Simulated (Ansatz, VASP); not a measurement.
**LiF: VASP beside Ansatz**

File INCAR:

```
ALGO = Normal ; EDIFF = 1E-7
ENCUT = 520 ; GGA = CA
ISIF = 2 ; ISMEAR = 0
LASPH = True ; LCHARG = True
LELF = True ; LREAL = False
LVHAR = True ; LWAVE = False
NBANDS = 18 ; NELM = 100
PREC = Accurate ; SIGMA = 0.05
```

The input KPOINTS:

```
k-points
0
Gamma
  9 9 6
```

POSCAR

```
LiF
1.0
    3.0631065845      0.0000000000      0.0000000000
   -1.5315532922      2.6527281167      0.0000000000
    0.0000000000      0.0000000000      4.5591278403
Li F
2 2
Direct
    0.3333333333      0.6666666667      0.4307693551
    0.6666666667      0.3333333333      0.9307693551
    0.3333333333      0.6666666667      0.9910195924
    0.6666666667      0.3333333333      0.4910195924
```

Input for Ansatz:

```yaml
crystal:
  lattice:
    - [3.0631065845, 0.0, 0.0]
    - [-1.5315532922, 2.6527281167, 0.0]
    - [0.0, 0.0, 4.5591278403]
  atoms:
    - { symbol: Li, position: [0.3333333333, 0.6666666667, 0.4307693551] }
    - { symbol: Li, position: [0.6666666667, 0.3333333333, 0.9307693551] }
    - { symbol: F, position: [0.3333333333, 0.6666666667, 0.9910195924] }
    - { symbol: F, position: [0.6666666667, 0.3333333333, 0.4910195924] }
basis:
  ecutwfc: 520.0
kpoints:
  mp_grid: { grid: [9, 9, 6] }
hamiltonian:
  xc: lda
scf:
  occupations: { method: gaussian, width: 0.05 }
output:
  forces: true
  stress: true
  eigenvalues: true
```

Alike in both runs: task single point; functional LDA; k mesh 9 × 9 × 6; occupations gaussian, width 0.05 eV; no spin polarisation.

```csv
,VASP,Ansatz
version,VASP 6.6.1,Ansatz 0.2.0
potentials or method,"VASP PAW LDA potentials, release 64 (Li_sv, F), cutoff 520 eV","scalar-relativistic, plane waves, PAW"
valence electrons in the cell,20,20
```

|  | VASP | Ansatz | Ansatz less VASP |
| --- | --- | --- | --- |
| gap on the k mesh at the Fermi level (eV) | 7.58 | 7.60 | +0.016 |
| least direct gap on the mesh (eV) | 7.58 | 7.60 | +0.016 |
| rms of the force components (eV/Å) | 0.142 | 0.142 | 0.0000 |

LDA's correlation is that of Perdew and Zunger in VASP and of Perdew and Wang (1992) in Ansatz. Atom by atom the forces differ by 0.000 eV/Å (rms over components).

Noted on VASP's run: the cutoff is short for stress, so the pressure is rough.
